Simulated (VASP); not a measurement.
Here is a VASP 6.6.1 calculation.

Contents of INCAR:

```
SYSTEM = H4C2O
PREC = Accurate
ENCUT = 520
EDIFF = 1E-6
ISMEAR = -1
SIGMA = 0.05
LREAL = Auto
LASPH = .TRUE.
NELM = 80
ALGO = Normal
ISIF = 2
LWAVE = .FALSE.
LCHARG = .FALSE.
GGA = PE
NBANDS = 56
```

File KPOINTS:

```
Automatic mesh
0
G
  1 1 1
  0 0 0
```

Contents of POSCAR:

```
H4C2O
1.0
    7.1137870000      0.0000000000      0.0000000000
    0.0000000000      7.1137870000      0.0000000000
    0.0000000000      0.0000000000      7.1137870000
C H O
8 16 4
Direct
    0.7131222793      0.6950025352      1.0493707501
    0.8297971249      0.7954272457      0.9746426200
    0.8298533538      0.5251914346      0.4727720973
    0.6824494464      0.6006786540      0.4638035972
    0.6017891736      0.1574266983      0.3070657021
    0.5626257857      0.1403190734      0.1397427277
    0.2632353204      0.6522545586      0.7764078402
    0.2430351091      0.7673971683      0.6533510211
    0.9158413093      0.8711815521      0.8835940688
    0.6223829867      0.6026044918      1.1205283487
    0.5562297550      0.6781760545      0.4568312208
    0.9408631436      0.4355204900      0.4757381687
    0.5288041377      0.1796511478     -0.0008293754
    0.6269515801      0.1475304223      0.4532466322
    0.2498387989      0.8721233852      0.5472331404
    0.2648659568      0.5638206486      0.8962877297
    0.2999386965      0.1924713236      0.3334651431
    0.1265148928      0.0703985093      0.3763115202
    0.1873826135      0.4571826511      0.2640225241
    0.0653941424      0.4782825238      0.0855100104
   -0.0866064728      0.9414254321      0.1779080538
    0.0990189895      0.8076710759      0.2030704602
    0.5142549250      0.0046529366      0.8127879005
    0.3677366219      0.0726757773      0.6792162880
    0.1947064201      0.1785265710      0.4360406068
    0.1710340779      0.5235748554      0.1424557693
    0.0306587757      0.9164879410      0.2530016713
    0.4819092840      0.1062584528      0.7356981591
```

Potentials or basis: VASP PAW PBE potentials, release 64 (C, H, O).

Launch:

```bash
$ cat potpaw_PBE.64/C/POTCAR potpaw_PBE.64/H/POTCAR potpaw_PBE.64/O/POTCAR > POTCAR
$ mpirun -np 1 vasp_gam > vasp.out
```

(1) What does it give for the band gap on the k mesh?

(2) Estimate the pressure.

(3) Estimate the largest force.

## Answers

(1) 5.26 eV.

(2) 3.2 GPa.

(3) 4.336 eV/Å.

Caveat: the k points lie up to 0.88 Å⁻¹ apart.
